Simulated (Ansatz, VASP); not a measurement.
**Two plane-wave programs on C**

```
CELL_PARAMETERS angstrom
0.00000 1.84054 1.84054
1.84054 0.00000 1.84054
1.84054 1.84054 0.00000
ATOMIC_POSITIONS crystal
C 0.50000 0.50000 0.50000
C 0.75000 0.75000 0.75000
```

Alike in both runs: task single point; functional PBE; k mesh 12 × 12 × 12; occupations gaussian, width 0.02 eV; no spin polarisation.

|  | VASP | Ansatz |
| --- | --- | --- |
| version | VASP 6.6.1 | Ansatz 0.2.0 |
| potentials or method | VASP PAW PBE potentials, release 64 (C), cutoff 520 eV | scalar-relativistic, plane waves, PAW |
| valence electrons in the cell | 8 | 8 |

```csv
,VASP,Ansatz,Ansatz less VASP
gap on the k mesh at the Fermi level (eV),3.94,3.95,+0.009
least direct gap on the mesh (eV),5.33,5.34,+0.008
pressure (GPa),-32.8,-33.1,-0.34
```

Both programs put the cell under strong tension, so it lies far from rest at this level. The functional is the same, so the differences come from potentials, cutoffs and numerics.

Noted on VASP's run: the cell as given lies far from equilibrium.
